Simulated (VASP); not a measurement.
A run of VASP 6.6.1 is set up as follows.

INCAR

```
  ALGO = Normal
  EDIFF = 1E-6
  ENCUT = 520
  GGA = CA
  ISIF = 2
  ISMEAR = -1
  LASPH = True
  LCHARG = False
  LREAL = False
  LWAVE = False
  NBANDS = 30
  NELM = 100
  PREC = Accurate
  SIGMA = 0.08
```

The input KPOINTS:

```
k-points
0
Gamma
  16 16 6
```

POSCAR

```
Rh
1.0
    0.0000000000      1.8772712008     -1.8772712008
   -1.8772712008      0.0000000000      1.8772712008
    3.7545424016      3.7545424016      3.7545424016
Rh
3
Direct
    0.0000000000      0.0000000000      0.0000000000
    0.3333333330      0.6666666670      0.3333333330
    0.6666666670      0.3333333330      0.6666666670
```

Potentials or basis: VASP PAW LDA potentials, release 64 (Rh_pv).

The run is started by

```sh
$ cat potpaw_LDA.64/Rh_pv/POTCAR > POTCAR
$ mpirun -np 1 vasp_std > vasp.out
```

Q: Estimate the pressure.

A: 0.9 GPa.

Q: What does it give for the band gap on the k mesh?

A: Zero (an odd number of electrons rules out a gap without spin polarisation).
